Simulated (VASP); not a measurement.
MgF2:

```
Mg F
1.0
     4.52958    0.00000    0.00000
     0.00000    4.52958    0.00000
     0.00000    0.00000    2.98519
Mg F
2 4
Direct
  0.00000 0.00000 0.00000
  0.50000 0.50000 0.50000
  0.30188 0.30188 0.00000
  0.19812 0.80188 0.50000
  0.80188 0.19812 0.50000
  0.69812 0.69812 0.00000
```

This cell differs from its parent crystal: strain -2.0%.

Base run:

```yaml
Program: VASP 6.6.1
Functional: r2SCAN
Potentials_or_basis: VASP PAW PBE potentials, release 64 (Mg, F)
Cutoff: 660 eV
k_mesh: 6 × 6 × 8
Occupations: gaussian, width 0.01 eV
Spin: no spin polarisation
```

Its results: band gap on the k mesh 8.48 eV; pressure 5.8 GPa; largest force 0.009 eV/Å.

The run is repeated on the same cell with these changes: functional from r2SCAN to HSE06; cutoff from 660 eV to 520 eV; k mesh from 6 × 6 × 8 to 4 × 4 × 6. What comes out?

Band gap on the k mesh 9.86 eV; pressure 8.1 GPa; largest force 0.017 eV/Å.

Several settings changed at once.

Caveats: the cell stands under pressure; the PAW data sets were made with another functional, which shifts forces and pressure a little.

A k mesh can miss the band edges.
